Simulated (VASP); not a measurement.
# Rb (P6_3/mmc) in VASP: settings compared

Rb is run at these levels: BLYP+D3(BJ), PBEsol; tasks: relaxation of cell and atoms.

Everything below comes from runs of VASP 6.6.1. Logs are shortened: lines on timing, memory, paths and dates and some standing lists are left out, and cuts for length are marked.

## (1) The cell of the first run

Symmetry: P6_3/mmc, No. 194, hexagonal system. Conventional cell: a = 5.089 Å, b = 5.089 Å, c = 16.884 Å, α = 90.00°, β = 90.00°, γ = 120.00°.

This isn't the form of Rb at room conditions, which is bcc.

## (2) Relaxation of cell and atoms, BLYP+D3(BJ)

INCAR

```
PREC = Accurate
ENCUT = 600
EDIFF = 1E-6
ISMEAR = 1
SIGMA = 0.2
LREAL = F
LASPH = T
NELM = 100
ALGO = Normal
ISIF = 3
LWAVE = F
LCHARG = F
GGA = B5
ALDAX = 1.0
AGGAX = 1.0
AGGAC = 1.0
ALDAC = 0.0
IVDW = 12
VDW_S6 = 1.0
VDW_S8 = 2.6996
VDW_A1 = 0.4298
VDW_A2 = 4.2359
IBRION = 2
NSW = 100
EDIFFG = -0.05
ISYM = 0
```

KPOINTS

```
Automatic mesh
0
Gamma
  3 3 1
  0.5 0.5 0.5
```

POSCAR

```
Rb
1.0
    5.0887800000      0.0000000000      0.0000000000
   -2.5443900000      4.4070100000      0.0000000000
    0.0000000000      0.0000000000     16.8837300000
Rb
4
Direct
    0.0000000000      0.0000000000      0.0000000000
    0.3333333333      0.6666666667      0.7500000000
    0.0000000000      0.0000000000      0.5000000000
    0.6666666667      0.3333333333      0.2500000000
```

Potentials or basis: VASP PAW PBE potentials, release 64 (Rb_sv).

On the command line:

```console
$ cat potpaw_PBE.64/Rb_sv/POTCAR > POTCAR
$ mpirun -np 1 vasp_std > vasp.out
```

OUTCAR:

```text
PREC = Accurate
   ENCUT = 600
   EDIFF = 1E-6
   ISMEAR = 1
   LREAL = F
   LASPH = T
   NELM = 100
   ISIF = 3
   GGA = B5
   IVDW = 12
   IBRION = 2
   NSW = 100
   EDIFFG = -0.05
   ISYM = 0
 IVDW          = 12

 ion  position               nearest neighbor table
   1  0.000  0.000  0.000-   2 5.14   4 5.14   4 5.14   2 5.14   4 5.14   2 5.14
   2  0.333  0.667  0.750-   1 5.14   3 5.14   1 5.14   3 5.14   1 5.14   3 5.14
   3  0.000  0.000  0.500-   2 5.14   4 5.14   4 5.14   2 5.14   4 5.14   2 5.14
   4  0.667  0.333  0.250-   1 5.14   3 5.14   1 5.14   3 5.14   1 5.14   3 5.14

IMPORTANT INFORMATION: All symmetrisations will be switched off!
NOSYMM: (Re-)initialisation of all symmetry stuff for point group C_1.

----------------------------------------------------------------------------------------

                                     Primitive cell

  volume of cell :     378.6397

  direct lattice vectors                    reciprocal lattice vectors
     5.088780000  0.000000000  0.000000000     0.196510755  0.113455608  0.000000000
    -2.544390000  4.407010000  0.000000000     0.000000000  0.226911216  0.000000000
     0.000000000  0.000000000 16.883730000     0.000000000  0.000000000  0.059228618

  length of vectors
     5.088780000  5.088777615 16.883730000     0.226911110  0.226911216  0.059228618

  position of ions in fractional coordinates (direct lattice)
     0.000000000  0.000000000  0.000000000
     0.333333333  0.666666667  0.750000000
     0.000000000  0.000000000  0.500000000
     0.666666667  0.333333333  0.250000000

  ion indices of the primitive-cell ions
   primitive index   ion index
                 1           1
                 2           2
                 3           3
                 4           4

----------------------------------------------------------------------------------------

 KPOINTS: Automatic mesh

Automatic generation of k-mesh.
 Grid dimensions read from file:
 generate k-points for:    3    3    1

 Generating k-lattice:

  Cartesian coordinates                     Fractional coordinates (reciprocal lattice)
     0.065503585  0.037818536  0.000000000     0.333333333  0.000000000  0.000000000
     0.000000000  0.075637072  0.000000000     0.000000000  0.333333333  0.000000000
     0.000000000  0.000000000  0.059228618     0.000000000  0.000000000  1.000000000

  Length of vectors
     0.075637037  0.075637072  0.059228618

  Shift w.r.t. Gamma in fractional coordinates (k-lattice)
     0.500000000  0.500000000  0.500000000

 Subroutine IBZKPT returns following result:
 ===========================================

 Found     15 irreducible k-points:

 Following reciprocal coordinates:
            Coordinates               Weight
  0.166667  0.166667  0.500000      2.000000
 -0.166667  0.333333  0.500000      2.000000
 -0.333333  0.166667  0.500000      2.000000
  0.500000  0.166667  0.500000      2.000000
 -0.166667 -0.333333  0.500000      2.000000
  0.333333  0.500000  0.500000      2.000000
  0.500000 -0.333333  0.500000      2.000000
  0.166667  0.500000  0.500000      2.000000
 -0.333333 -0.166667  0.500000      2.000000
 -0.166667  0.166667  0.500000      2.000000
 -0.166667 -0.000000  0.500000      2.000000
  0.000000 -0.166667  0.500000      2.000000
  0.500000  0.500000  0.500000      1.000000
  0.500000 -0.000000  0.500000      1.000000
  0.000000  0.500000  0.500000      1.000000
   k-points           NKPTS =     15   k-points in BZ     NKDIM =     15   number of bands    NBANDS=     22
   number of dos      NEDOS =    301   number of ions     NIONS =      4
   total plane-waves  NPLWV = 246960
   dimension x,y,z NGX =    42 NGY =   42 NGZ =  140
   dimension x,y,z NGXF=    84 NGYF=   84 NGZF=  280
   ions per type =               4
   NGX,Y,Z   is equivalent  to a cutoff of  13.72, 13.72, 13.79 a.u.
   NGXF,Y,Z  is equivalent  to a cutoff of  27.44, 27.44, 27.57 a.u.
 SYSTEM =  unknown system
   PREC   = accura    normal or accurate (medium, high low for compatibility)
   ISTART =      0    job   : 0-new  1-cont  2-samecut
   ICHARG =      2    charge: 1-file 2-atom 10-const
   ISPIN  =      1    spin polarized calculation?
   LNONCOLLINEAR =      F non collinear calculations
   LSORBIT =      F    spin-orbit coupling
   LASPH  =      T    aspherical Exc in radial PAW
   ENCUT  =  600.0 eV  44.10 Ry    6.64 a.u.  10.16 10.16 33.72*2*pi/ulx,y,z
   NELM   =    100;   NELMIN=  2; NELMDL= -5     # of ELM steps
   EDIFF  = 0.1E-05   stopping-criterion for ELM
   LREAL  =      F    real-space projection
   EDIFFG = -.5E-01   stopping-criterion for IOM
   NSW    =    100    number of steps for IOM
   IBRION =      2    ionic relax: 0-MD 1-quasi-New 2-CG
   NFREE  =      1    steps in history (QN), initial steepest desc. (CG)
   ISIF   =      3    stress and relaxation
   ISYM   =      0    0-nonsym 1-usesym 2-fastsym
   POTIM  = 0.5000    time-step for ionic-motion
   TEBEG  =    0.0;   TEEND  =   0.0 temperature during run
   PSTRESS=    0.0 pullay stress
   NELECT =      36.0000    total number of electrons
   NUPDOWN=      -1.0000    fix difference up-down
   EMIN   =  10.00;   EMAX   =-10.00  energy-range for DOS
   EFERMI =   0.00;   METHOD = LEGACY
   ISMEAR =     1;   SIGMA  =   0.20  broadening in eV -4-tet -1-fermi 0-gaus
   EFERMI_NEDOS =   21; number of points for ismear=-14 and -15
   IALGO  =     38    algorithm
   IMIX   =      4    mixing-type and parameters
     AMIX     =   0.40;   BMIX     =  1.00
     AMIX_MAG =   1.60;   BMIX_MAG =  1.00
  volume/ion in A,a.u.               =      94.66       638.80
  Fermi-wavevector in a.u.,A,eV,Ry     =   0.747194  1.411993  7.596126  0.558300
  Thomas-Fermi vector in A             =   1.843193
   LORBIT       =      0    0 simple, 1 ext, 2 COOP (PROOUT), +10 PAW based schemes
   GGA     = B5    functional components
   LHFCALC =     F    Hartree Fock is set to
   AEXX    =    0.0000 exact exchange contribution
   IVDW    =    12    specifies the selected vdW correction
   LEPSILON=     F    determine dielectric tensor
   LRPA    =     F    only Hartree local field effects (RPA)
 conjugate gradient relaxation of ions
 non-spin polarized calculation
 Methfessel and Paxton  Order N= 1 SIGMA  =   0.20
  energy-cutoff  :      600.00
  volume of cell :      378.64
 maximum number of plane-waves:     12648
 NGX is ok and might be reduce to    42
   NGX = 21   NGY = 21   NGZ = 67

--------------------------------------- Ionic step        1  -------------------------------------------

 number of electron      35.9999999 magnetization

 Free energy of the ion-electron system (eV)
  ---------------------------------------------------
  ext. energy  EPLUGINS =         0.00000000
  ---------------------------------------------------
  free energy    TOTEN  =        -2.23509576 eV

  energy without entropy =       -2.21027167  energy(sigma->0) =       -2.22682106

------------------------ aborting loop because EDIFF is reached ----------------------------------------

 Edisp (eV)   -1.00940

 E8    (eV) :    -0.8351

  FORCE on cell =-STRESS in cart. coord.  units (eV):
  Direction    XX          YY          ZZ          XY          YZ          ZX
  --------------------------------------------------------------------------------------
  -------------------------------------------------------------------------------------
  Total      -0.80891    -0.80891    -0.80851    -0.00000    -0.00000     0.00000
  in kB      -3.42283    -3.42283    -3.42115    -0.00001    -0.00000     0.00000
  external pressure =       -3.42 kB  Pullay stress =        0.00 kB

 VOLUME and BASIS-vectors are now :
 -----------------------------------------------------------------------------
  energy-cutoff  :      600.00
  volume of cell :      378.64
      direct lattice vectors                 reciprocal lattice vectors
     5.088780000  0.000000000  0.000000000     0.196510755  0.113455608  0.000000000
    -2.544390000  4.407010000  0.000000000     0.000000000  0.226911216  0.000000000
     0.000000000  0.000000000 16.883730000     0.000000000  0.000000000  0.059228618
[... 43 lines left out ...]
 POSITION                                       TOTAL-FORCE (eV/Angst)
 -----------------------------------------------------------------------------------
      0.00000      0.00000     16.71909         0.000000     -0.000000     -0.000109
     -0.00000      2.90934     12.53932        -0.000000      0.000000     -0.000225
     -2.51957      4.36402      8.35955         0.000000      0.000000      0.000178
      2.51957      1.45467      4.17977         0.000000     -0.000000      0.000157
 -----------------------------------------------------------------------------------
    total drift:                                0.000000     -0.000000     -0.000023

  FREE ENERGIE OF THE ION-ELECTRON SYSTEM (eV)
  ---------------------------------------------------
  free  energy   TOTEN  =        -3.2657843730 eV

  energy  without entropy=       -3.2414618739  energy(sigma->0) =       -3.25767687

--------------------------------------- Ionic step        3  -------------------------------------------

 number of electron      35.9999999 magnetization

 Free energy of the ion-electron system (eV)
  ---------------------------------------------------
  ext. energy  EPLUGINS =         0.00000000
  ---------------------------------------------------
  free energy    TOTEN  =        -2.16765987 eV

  energy without entropy =       -2.14446624  energy(sigma->0) =       -2.15992866

 E-fermi :   0.6024     XC(G=0):  -5.2596

 val. band max:        0.5446881141   @ k =  -0.1667  -0.3333   0.5000
 cond. band min:       0.7579356722   @ k =   0.5000   0.5000   0.5000
 fundamental gap:      0.2132475580
 Fermi energy:         0.6024117397

 k-point     1 :       0.1667    0.1667    0.5000
  band No.  band energies     occupation
      1     -28.3354      2.00000
      2     -28.3354      2.00000
      3     -28.3323      2.00000
      4     -28.3323      2.00000
      5     -12.5220      2.00000
      6     -12.5220      2.00000
[... 14 lines left out ...]
     21       2.2826     -0.00000
     22       2.2826     -0.00000
[... 374 lines left out ...]
 POSITION                                       TOTAL-FORCE (eV/Angst)
 -----------------------------------------------------------------------------------
      0.00000      0.00000     16.22518        -0.000000     -0.000000     -0.000145
     -0.00000      2.82335     12.16889         0.000000      0.000000      0.000287
     -2.44510      4.23503      8.11260        -0.000000      0.000000      0.000078
      2.44510      1.41168      4.05629        -0.000000     -0.000000     -0.000220
 -----------------------------------------------------------------------------------
    total drift:                                0.000000     -0.000000     -0.000004

  FREE ENERGIE OF THE ION-ELECTRON SYSTEM (eV)
  ---------------------------------------------------
  free  energy   TOTEN  =        -3.3004075406 eV

  energy  without entropy=       -3.2772139081  energy(sigma->0) =       -3.29267633

 reached required accuracy - stopping structural energy minimisation
```

It took 6.2 min on 1 thread of Intel Xeon 6975P-C (Granite Rapids), shared host; peak memory 0.62 GiB.

What came out:

```
Free energy                           : -3.3004 eV
Relaxed volume                        : 84.01 Å³/atom
Relaxed cell                          : a = 4.890 Å, b = 4.890 Å, c = 16.225 Å, α = 90.00°, β = 90.00°, γ = 120.00°
Space group after relaxing (to 0.1 Å) : P6_3/mmc (No. 194)
Energy gained by relaxing             : 14.0 meV/atom
Ionic steps                           : 3
Pressure after relaxing               : -0.1 GPa
Band gap on the k mesh                : zero (bands 18 and 19 overlap by 0.47 eV)
Dispersion energy per atom            : -0.283 eV
```

The path:
```
step  energy change (eV)  largest force (eV/Å)  pressure (GPa)  volume (Å³)
   1              0.0000                0.0000           -0.34       378.64
   2             -0.0213                0.0002           -0.28       367.67
   3             -0.0559                0.0003           -0.06       336.03
```

Final structure:
```yaml
crystal:
  lattice:
    - [4.89020, 0.00000, 0.00000]
    - [-2.44510, 4.23503, 0.00000]
    - [0.00000, 0.00000, 16.22518]
  atoms:
    - { symbol: Rb, position: [0.00000, 0.00000, 0.00000] }
    - { symbol: Rb, position: [0.33333, 0.66667, 0.75000] }
    - { symbol: Rb, position: [0.00000, 0.00000, 0.50000] }
    - { symbol: Rb, position: [0.66667, 0.33333, 0.25000] }
```

Levels at points of the mesh, in eV from the Fermi level:
| k point | band 14 | band 15 | band 16 | band 17 | band 18 | band 19 | band 20 | band 21 | band 22 |
| --- | --- | --- | --- | --- | --- | --- | --- | --- | --- |
| (0.50, 0.50, 0.50) | -13.06 | -13.05 | -13.05 | 0.16 | 0.16 | 0.49 | 0.49 | 1.12 | 1.12 |
| (0.50, 0.00, 0.50) | -13.06 | -13.05 | -13.05 | 0.16 | 0.16 | 0.49 | 0.49 | 1.12 | 1.12 |
| (0.00, 0.50, 0.50) | -13.06 | -13.05 | -13.05 | 0.16 | 0.16 | 0.49 | 0.49 | 1.12 | 1.12 |

Caveat: the k points lie up to 0.49 Å⁻¹ apart in the final cell; the PAW data sets were made with another functional, which shifts forces and pressure a little.

## (3) Relaxation of cell and atoms, PBEsol

INCAR

```
ALGO     = Normal         # electronic algorithm
EDIFF    = 1E-7           # SCF threshold, eV
EDIFFG   = -0.05          # ionic threshold
ENCUT    = 600            # plane-wave cutoff, eV
GGA      = PS             # functional
IBRION   = 2              # ionic algorithm
ISIF     = 3              # what is computed and relaxed
ISMEAR   = 1              # smearing method
ISYM     = 0            
LASPH    = T              # aspherical terms in the spheres
LCHARG   = F              # write CHGCAR
LREAL    = F              # projectors in reciprocal space
LWAVE    = F              # write WAVECAR
NELM     = 80             # most SCF steps
NSW      = 100            # ionic steps
PREC     = Accurate       # precision mode
SIGMA    = 0.2            # smearing width, eV
```

KPOINTS is that of step 2.

POSCAR is that of step 2.

Potentials or basis: VASP PAW PBE potentials, release 64 (Rb_sv).

On the command line:

```console
$ cat potpaw_PBE.64/Rb_sv/POTCAR > POTCAR
$ mpirun -np 1 vasp_std > vasp.out
```

Wall time 3.5 min (1 thread of Intel Xeon 6975P-C (Granite Rapids), shared host); peak memory 0.63 GiB.

The run converged. Its results:

| Item | Value |
| --- | --- |
| Free energy | -3.9014 eV |
| Relaxed volume | 90.31 Å³/atom |
| Relaxed cell | a = 5.007 Å, b = 5.007 Å, c = 16.638 Å, α = 90.00°, β = 90.00°, γ = 120.00° |
| Space group after relaxing (to 0.1 Å) | P6_3/mmc (No. 194) |
| Energy gained by relaxing | 3.1 meV/atom |
| Ionic steps | 3 |
| Pressure after relaxing | -0.1 GPa |
| Band gap on the k mesh | zero (bands 18 and 19 overlap by 0.52 eV) |

The path:
| step | energy change (eV) | largest force (eV/Å) | pressure (GPa) | volume (Å³) |
| --- | --- | --- | --- | --- |
| 1 | 0.0000 | 0.0000 | -0.17 | 378.64 |
| 2 | -0.0051 | 0.0000 | -0.14 | 373.31 |
| 3 | -0.0124 | 0.0001 | -0.06 | 361.22 |

Final structure:
```
Rb
1.0
     5.00698    0.00000    0.00000
    -2.50349    4.33617    0.00000
     0.00000    0.00000   16.63772
Rb
4
Direct
  0.00000 0.00000 0.00000
  0.33333 0.66667 0.75000
  0.00000 0.00000 0.50000
  0.66667 0.33333 0.25000
```

Levels at points of the mesh, in eV from the Fermi level:
```csv
k point,band 15,band 16,band 17,band 18,band 19,band 20,band 21,band 22
"(0.50, 0.50, 0.50)",-12.86,-12.86,0.21,0.21,0.44,0.44,1.06,1.06
"(0.50, 0.00, 0.50)",-12.86,-12.86,0.21,0.21,0.44,0.44,1.06,1.06
"(0.00, 0.50, 0.50)",-12.86,-12.86,0.21,0.21,0.44,0.44,1.06,1.06
```

Caveat: the k points lie up to 0.48 Å⁻¹ apart in the final cell, too coarse for converged energies and pressures of a metal; the PAW data sets were made with another functional, which shifts forces and pressure a little.

The gap in the log of VASP goes by the Fermi energy; the results here count the filled bands.